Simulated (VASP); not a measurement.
## PbO: single point with PBE+D3(BJ)

The system is PbO.

```xyz
4
Lattice="4.0354 0.0000 0.0000 0.0000 4.0354 0.0000 0.0000 0.0000 4.9883" Properties=species:S:1:pos:R:3 pbc="T T T"
Pb    0.0000    2.0177    1.1869
Pb    2.0177    0.0000    3.8013
O     0.0000    0.0000    0.0000
O     2.0177    2.0177    0.0000
```

* Program: VASP 6.6.1
* Task: single point
* Functional: PBE
* Dispersion: D3(BJ)
* Potentials or basis: VASP PAW PBE potentials, release 64 (Pb_d, O)
* Cutoff: 600 eV
* k mesh: 8 × 8 × 6
* Occupations: gaussian, width 0.02 eV
* Spin: no spin polarisation
* Dipole correction: no
* Further INCAR settings: ALGO = Normal; EDIFF = 1e-06; NBANDS = 28

```json
{"Pressure": "0.0 GPa", "Largest force": "0.031 eV/Å", "Band gap on the k mesh": "1.27 eV (least direct gap 2.18 eV)", "Dispersion energy per atom": "-0.234 eV"}
```

Forces in eV/Å, atoms in the order of the input:
```
Pb   0.000  0.000  0.031
Pb   0.000  0.000 -0.031
O    0.000  0.000  0.000
O    0.000  0.000  0.000
```

Levels at points of the mesh, in eV from the valence-band top:
```
           k point  band 17  band 18  band 19  band 20  band 21  band 22  band 23  band 24
(0.00, 0.00, 0.00)    -1.54    -1.52    -1.52    -0.02     2.38     5.57     5.57     5.57
(0.50, 0.00, 0.00)    -2.82    -2.82    -1.49    -1.49     3.43     3.43     6.55     6.55
(0.50, 0.50, 0.00)    -1.53    -1.53    -0.91    -0.91     1.27     1.27     5.35     5.35
(0.00, 0.00, 0.50)    -1.58    -1.55    -1.55    -0.74     1.94     3.99     3.99     4.15
(0.50, 0.00, 0.50)    -2.78    -2.78    -0.86    -0.86     3.13     3.13     6.22     6.22
(0.50, 0.50, 0.50)    -2.14    -2.14    -0.91    -0.91     3.54     3.54     4.81     4.81
```

It took 3.7 min on 1 thread of Oxide Virtual Turin-like Processor (shared host), peak memory 0.26 GiB.

Caveat: spin-orbit coupling is left out, which moves the levels of the heavy elements. A k mesh can miss the band edges.
